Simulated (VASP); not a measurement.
Here is a VASP 6.6.1 calculation.

File INCAR:

```
SYSTEM = SrO
ALGO = Normal ; EDIFF = 1E-7
ENCUT = 520 ; GGA = PE
ISIF = 2 ; ISMEAR = -1
LASPH = .TRUE. ; LCHARG = .FALSE.
LREAL = .FALSE. ; LWAVE = .FALSE.
NBANDS = 15 ; NELM = 80
PREC = Accurate ; SIGMA = 0.02
```

KPOINTS

```
k-points
0
G
  8 8 8
  0 0 0
```

File POSCAR:

```
SrO
1.0
    0.0000000000      2.5972737626      2.5972737626
    2.5972737626      0.0000000000      2.5972737626
    2.5972737626      2.5972737626      0.0000000000
Sr O
1 1
Direct
    0.0000000000      0.0000000000      0.0000000000
    0.5000000000      0.5000000000      0.5000000000
```

Potentials or basis: VASP PAW PBE potentials, release 64 (Sr_sv, O).

Launch:

```console
$ cat potpaw_PBE.64/Sr_sv/POTCAR potpaw_PBE.64/O/POTCAR > POTCAR
$ mpirun -np 1 vasp_std > vasp.out
```

Task: Predict the pressure.

Result: 0.5 GPa.

Task: Predict the band gap on the k mesh.

Result: 3.28 eV, indirect (least direct gap 3.39 eV).

A k mesh can miss the band edges. As with any semilocal functional, this PBE gap is likely too small.
